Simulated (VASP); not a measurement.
A run of VASP 6.6.1 is set up as follows.

The input INCAR:

```
SYSTEM = Te
PREC = Accurate
ENCUT = 520
EDIFF = 1E-6
ISMEAR = -1
SIGMA = 0.08
LREAL = .FALSE.
LASPH = .TRUE.
NELM = 80
ALGO = Normal
ISIF = 2
LWAVE = .FALSE.
LCHARG = .TRUE.
GGA = PE
LELF = .TRUE.
LVHAR = .TRUE.
NBANDS = 16
```

The input KPOINTS:

```
Automatic mesh
0
G
  9 9 6
  0 0 0
```

POSCAR

```
Te
1.0
    4.4579994587      0.0000000000      0.0000000000
   -2.2289997294      3.8607407813      0.0000000000
    0.0000000000      0.0000000000      5.9250000000
Te
3
Direct
    0.7450000000      0.0000000000      0.3333333333
    0.0000000000      0.7450000000      0.6666666667
    0.2550000000      0.2550000000      0.0000000000
```

Potentials or basis: VASP PAW PBE potentials, release 64 (Te).

The run is started by

```sh
$ cat potpaw_PBE.64/Te/POTCAR > POTCAR
$ mpirun -np 1 vasp_std > vasp.out
```

**Question.** What does it give for the pressure?

**Answer.** 3.2 GPa.

**Question.** What does it give for the largest force?

**Answer.** 0.636 eV/Å.

**Question.** What does it give for the band gap on the k mesh?

**Answer.** 0.14 eV.

Forces in eV/Å, atoms in the order of the input:
```
Te  -0.636  0.000  0.000
Te   0.318 -0.551  0.000
Te   0.318  0.551  0.000
```

Caveat: the cell stands under pressure; semilocal functionals underestimate gaps, and a narrow one can read as zero; spin-orbit coupling is left out, which moves the levels of the heavy elements. A k mesh can miss the band edges.
